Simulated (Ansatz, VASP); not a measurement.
BaS in VASP and in Ansatz

```
Ba S
1.0
     0.00000    3.12855    3.12855
     3.12855    0.00000    3.12855
     3.12855    3.12855    0.00000
Ba S
1 1
Direct
  0.00000 0.00000 0.00000
  0.50000 0.50000 0.50000
```

Change from the starting cell: volume scaled by 0.94, crystal datasets.

Alike in both runs: task electric field gradients; functional LDA; k mesh 7 × 7 × 7; occupations fermi-dirac, width 0.01 eV; no spin polarisation.

|  | VASP | Ansatz |
| --- | --- | --- |
| version | VASP 6.6.1 | Ansatz 0.2.0 |
| potentials or method | VASP PAW LDA potentials, release 64 (Ba_sv, S), cutoff 520 eV | all-electron PAW with datasets made for the crystal, scalar-relativistic |

|  | VASP | Ansatz | Ansatz less VASP |
| --- | --- | --- | --- |
| gap on the k mesh at the Fermi level (eV) | 1.85 | 1.96 | +0.118 |
| pressure (GPa) | 1.2 | 0.4 | -0.80 |

LDA's correlation is that of Perdew and Zunger in VASP and of Perdew and Wang (1992) in Ansatz. Ansatz ran all-electron here, and VASP with PAW potentials.

Neither program's run includes spin-orbit coupling.
